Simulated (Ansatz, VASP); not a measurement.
# Two plane-wave programs on WSe2

INCAR

```
PREC     = Accurate       # precision mode
ENCUT    = 500            # plane-wave cutoff, eV
EDIFF    = 1E-6           # SCF threshold, eV
ISMEAR   = 0              # smearing method
SIGMA    = 0.05           # smearing width, eV
LREAL    = F              # projectors in reciprocal space
LASPH    = T              # aspherical terms in the spheres
NELM     = 200            # most SCF steps
ALGO     = Normal         # electronic algorithm
ISIF     = 2              # what is computed and relaxed
LWAVE    = F              # write WAVECAR
LCHARG   = F              # write CHGCAR
ISPIN    = 2              # spin polarisation
MAGMOM   = 2 2 0 0 0 0    # initial moments
LORBIT   = 11             # projections on sites
LMAXMIX  = 4              # l up to which the mixer works
GGA      = PS             # functional
NBANDS   = 39             # bands
GGA_COMPAT= F
```

Contents of KPOINTS:

```
Automatic mesh
0
Gamma
  8 8 2
```

POSCAR

```
WSe2
1.0
    3.2899988200      0.0000000000      0.0000000000
   -1.6449994100      2.8492225500      0.0000000000
    0.0000000000      0.0000000000     12.9700014400
W Se
2 4
Direct
    0.3333333333      0.6666666667      0.2500000000
    0.6666666667      0.3333333333      0.7500000000
    0.3333333333      0.6666666667      0.6210000000
    0.6666666667      0.3333333333      0.1210000000
    0.3333333333      0.6666666667      0.8790000000
    0.6666666667      0.3333333333      0.3790000000
```

Input for Ansatz:

```yaml
crystal:
  lattice:
    - [3.28999882, 0.0, 0.0]
    - [-1.64499941, 2.84922255, 0.0]
    - [0.0, 0.0, 12.97000144]
  atoms:
    - { symbol: W, position: [0.3333333333, 0.6666666667, 0.25], spin: 2.0 }
    - { symbol: W, position: [0.6666666667, 0.3333333333, 0.75], spin: 2.0 }
    - { symbol: Se, position: [0.3333333333, 0.6666666667, 0.621] }
    - { symbol: Se, position: [0.6666666667, 0.3333333333, 0.121] }
    - { symbol: Se, position: [0.3333333333, 0.6666666667, 0.879] }
    - { symbol: Se, position: [0.6666666667, 0.3333333333, 0.379] }
basis:
  ecutwfc: 420
  ecutrho_ratio: 4
kpoints:
  mp_grid: { grid: [8, 8, 2] }
hamiltonian:
  xc: pbesol
scf:
  occupations: { method: gaussian, width: 0.05 }
output:
  forces: true
  stress: true
  eigenvalues: true
  populations: true
  hubbard: { sites: [{ site: 0, l: d }, { site: 1, l: d }] }
magnetization:
  spin_polarized: true
```

Alike in both runs: task single point; functional PBEsol; k mesh 8 × 8 × 2; occupations gaussian, width 0.05 eV; collinear spin.

|  | VASP | Ansatz |
| --- | --- | --- |
| version | VASP 6.6.1 | Ansatz 0.2.0 |
| potentials or method | VASP PAW PBE potentials, release 64 (W_sv, Se), cutoff 500 eV | scalar-relativistic, plane waves, PAW |
| valence electrons in the cell | 52 | 92 |

|  | VASP | Ansatz | Ansatz less VASP |
| --- | --- | --- | --- |
| gap on the k mesh at the Fermi level (eV) | 1.05 | 1.05 | +0.006 |
| least direct gap on the mesh (eV) | 1.88 | 1.88 | +0.001 |
| pressure (GPa) | -0.8 | -1.2 | -0.40 |
| traceless stress, the component that is largest in VASP (GPa) | 0.81 | 0.72 | -0.088 |
| rms of the force components (eV/Å) | 0.034 | 0.061 | +0.0275 |
| net moment per atom (μB) | 0.00 | 0.00 | 0.000 |

VASP's potentials were made for PBE, not for PBEsol. Atom by atom the forces differ by 0.027 eV/Å (rms over components). The functional is the same, so the differences come from potentials, cutoffs and numerics. VASP's potentials hold 52 valence electrons a cell and Ansatz's 92, so a difference there can come from the potentials and not from the codes. Ansatz's warnings: seeded moment not kept.

Neither program's run includes spin-orbit coupling.
